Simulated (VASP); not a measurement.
Runs of VASP 6.6.1 on Zn. The structure is that of space group P6_3/mmc (No. 194), or close to it. The cells are those of the table. 

```csv
task,cell,k mesh,cutoff (eV),smearing,gap on the mesh (eV),pressure (GPa),relaxed volume (Å³/atom)
single point,"a = 2.550, b = 2.550, c = 4.865 Å, angles 90.0, 90.0, 120.0°, 2 atoms",15 × 15 × 8,520,fermi-dirac 0.15 eV,none,(b),-
relaxation of cell and atoms,"relaxed from a = 2.614, b = 2.614, c = 4.873 Å, angles 90.0, 90.0, 120.0°, 2 atoms",15 × 15 × 8,600,gaussian 0.1 eV,none,0.0,13.76
single point,"a = 2.614, b = 2.614, c = 4.873 Å, angles 90.0, 90.0, 120.0°, 2 atoms",9 × 9 × 4,520,gaussian 0.1 eV,none,(a),-
single point,"a = 2.549, b = 2.549, c = 4.862 Å, angles 90.0, 90.0, 120.0°, 2 atoms",15 × 15 × 8,520,gaussian 0.1 eV,none,1.1,-
relaxation of cell and atoms,"relaxed from a = 2.549, b = 2.549, c = 4.862 Å, angles 90.0, 90.0, 120.0°, 2 atoms",15 × 15 × 8,600,fermi-dirac 0.15 eV,none,0.0,13.77
```

Alike in all rows: level LDA; potentials or basis VASP PAW LDA potentials, release 64 (Zn); no spin polarisation.

Fill in the values left out.

(a) -4.8; (b) 1.0.

A gap of «none» marks levels without a gap at the run's occupations.
